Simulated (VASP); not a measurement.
Wanted: the native input for a VASP 6.6.1 run.

- Task: single point
- Functional: PBE
- Potentials or basis: VASP PAW PBE potentials, release 64 (Mn_pv, Sn_d)
- Cutoff: 520 eV
- k mesh: 7 × 7 × 8
- Occupations: fermi-dirac, width 0.05 eV
- Spin: no spin polarisation
- Dipole correction: no
- Further INCAR settings: ALGO = Normal; EDIFF = 1e-07; NBANDS = 63

The structure of Mn3Sn lies in POSCAR:

```
Mn3Sn
1.0
    5.6700000000      0.0000000000      0.0000000000
   -2.8350000000      4.9103640400      0.0000000000
    0.0000000000      0.0000000000      4.5300000000
Mn Sn
6 2
Direct
    0.8330000000      0.6660000000      0.2500000000
    0.1670000000      0.8330000000      0.7500000000
    0.3340000000      0.1670000000      0.2500000000
    0.1670000000      0.3340000000      0.7500000000
    0.8330000000      0.1670000000      0.2500000000
    0.6660000000      0.8330000000      0.7500000000
    0.3333333300      0.6666666700      0.2500000000
    0.6666666700      0.3333333300      0.7500000000
```

The input as run:

INCAR

```
SYSTEM = Mn3Sn
ALGO = Normal ; EDIFF = 1E-7
ENCUT = 520 ; GGA = PE
ISIF = 2 ; ISMEAR = -1
LASPH = .True. ; LCHARG = .True.
LELF = .True. ; LREAL = .False.
LVHAR = .True. ; LWAVE = .False.
NBANDS = 63 ; NELM = 100
PREC = Accurate ; SIGMA = 0.05
```

KPOINTS

```
k-points
0
Gamma
  7 7 8
  0 0 0
```

Potentials or basis: VASP PAW PBE potentials, release 64 (Mn_pv, Sn_d).

Command:

```bash
$ cat potpaw_PBE.64/Mn_pv/POTCAR potpaw_PBE.64/Sn_d/POTCAR > POTCAR
$ mpirun -np 1 vasp_std > vasp.out
```

Results of the run:

```
Pressure               : -24.0 GPa
Largest force          : 0.556 eV/Å
Band gap on the k mesh : zero (bands 53 and 54 overlap by 0.24 eV)
```

Caveat: the cell stands under tension; spin-orbit coupling is left out, which moves the levels of the heavy elements; the run has no spin polarisation, though such a crystal can be magnetic.

Run time: 5.3 min on 1 thread of Intel(R) Xeon(R) Platinum 8375C CPU @ 2.90GHz (Ice Lake) (shared host), peak memory 0.39 GiB.
